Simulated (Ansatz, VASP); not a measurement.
Two plane-wave programs on Ag

INCAR

```
ALGO = Fast
EDIFF = 1E-6
ENCUT = 520
GGA = PS
ISIF = 2
ISMEAR = 0
LASPH = True
LCHARG = False
LREAL = False
LWAVE = False
NBANDS = 12
NELM = 80
PREC = Accurate
SIGMA = 0.15
```

KPOINTS

```
k-points
0
Gamma
  20 20 20
```

File POSCAR:

```
Ag
1.0
   -1.7053236200      1.6556540000      1.7053236200
    1.6059843800     -1.6556540000      1.6059843800
    1.7053236200      1.6556540000     -1.7053236200
Ag
1
Direct
    0.0000000000      0.0000000000      0.0000000000
```

Input for Ansatz:

```yaml
crystal:
  lattice:
    - [-1.70532362, 1.655654, 1.70532362]
    - [1.60598438, -1.655654, 1.60598438]
    - [1.70532362, 1.655654, -1.70532362]
  atoms:
    - { symbol: Ag, position: [0.0, 0.0, 0.0] }
basis:
  ecutwfc: 420
kpoints:
  mp_grid: { grid: [20, 20, 20] }
hamiltonian:
  xc: pbesol
scf:
  occupations: { method: gaussian, width: 0.15 }
output:
  forces: true
  stress: true
  eigenvalues: true
```

Change from the starting cell: strain -0.0600 x Voigt [0, 0, 0, 0, 1, 0], atoms carried along.

Alike in both runs: task single point; functional PBEsol; k mesh 20 × 20 × 20; occupations gaussian, width 0.15 eV; no spin polarisation.

```csv
,VASP,Ansatz
version,VASP 6.6.1,Ansatz 0.2.0
potentials or method,"VASP PAW PBE potentials, release 64 (Ag), cutoff 520 eV","scalar-relativistic, plane waves, PAW"
valence electrons in the cell,11,19
```

|  | VASP | Ansatz | Ansatz less VASP |
| --- | --- | --- | --- |
| gap on the k mesh at the Fermi level (eV) | none | none | - |
| pressure (GPa) | -7.0 | -6.9 | +0.05 |
| traceless stress, the component that is largest in VASP (GPa) | 2.32 | 2.33 | +0.013 |

VASP's potentials were made for PBE, not for PBEsol. A gap of «none» marks a metal or a gap that the smearing closes. VASP's potentials hold 11 valence electrons a cell and Ansatz's 19, so a difference there can come from the potentials and not from the codes.
